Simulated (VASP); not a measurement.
Wanted: the native input for a VASP 6.6.1 run.

```
Task                   : single point
Functional             : PBEsol
Potentials or basis    : VASP PAW PBE potentials, release 64 (Ni_sv_GW, Si)
Cutoff                 : 690 eV
k mesh                 : 7 × 7 × 7
Occupations            : fermi-dirac, width 0.05 eV
Spin                   : collinear spin, ferromagnetic start
Starting moments       : [1.2, 0.0, 0.0] μB
Fixed moment           : 1.2 μB
Dipole correction      : no
Further INCAR settings : ALGO = Normal; EDIFF = 1e-06; NBANDS = 24
```

The structure of Si2Ni lies in POSCAR:

```
Si2Ni
1.0
    0.0000000000      2.7030000000      2.7030000000
    2.7030000000      0.0000000000      2.7030000000
    2.7030000000      2.7030000000      0.0000000000
Ni Si
1 2
Direct
    0.0000000000      0.0000000000      0.0000000000
    0.7500000000      0.7500000000      0.7500000000
    0.2500000000      0.2500000000      0.2500000000
```

The input as run:

INCAR

```
SYSTEM = Si2Ni
PREC     = Accurate       ! precision mode
ENCUT    = 690            ! plane-wave cutoff, eV
EDIFF    = 1E-6           ! SCF threshold, eV
ISMEAR   = -1             ! smearing method
SIGMA    = 0.05           ! smearing width, eV
LREAL    = .FALSE.        ! projectors in reciprocal space
LASPH    = .TRUE.         ! aspherical terms in the spheres
NELM     = 200            ! most SCF steps
ALGO     = Normal         ! electronic algorithm
ISIF     = 2              ! what is computed and relaxed
LWAVE    = .FALSE.        ! write WAVECAR
LCHARG   = .TRUE.         ! write CHGCAR
ISPIN    = 2              ! spin polarisation
MAGMOM   = 1.2 0 0        ! initial moments
LORBIT   = 11             ! projections on sites
NUPDOWN  = 1.2            ! fixed moment
LMAXMIX  = 4              ! l up to which the mixer works
GGA      = PS             ! functional
LELF     = .TRUE.         ! ELF
LVHAR    = .TRUE.       
NBANDS   = 24             ! bands
GGA_COMPAT= .FALSE.
```

KPOINTS

```
regular mesh
0
G
  7 7 7
  0 0 0
```

Potentials or basis: VASP PAW PBE potentials, release 64 (Ni_sv_GW, Si).

Command:

```console
$ cat potpaw_PBE.64/Ni_sv_GW/POTCAR potpaw_PBE.64/Si/POTCAR > POTCAR
$ mpirun -np 1 vasp_std > vasp.out
```

Results of the run:

```json
{
 "Pressure": "3.5 GPa",
 "Net moment": "1.20 μB per cell",
 "Site moments": "Ni +0.52; Si +0.15 μB",
 "Valence electrons inside the program's atomic spheres": "Ni 16.60; Si 1.60"
}
```

Caveat: the cell stands under pressure; the PAW data sets were made with another functional, which shifts forces and pressure a little; the total moment is fixed, so each spin has its own Fermi level and the state may be an excited one.

Run time: 110 s on 1 thread of Intel(R) Xeon(R) Platinum 8259CL CPU @ 2.50GHz (Skylake/Cascade Lake) (shared host), peak memory 0.27 GiB.
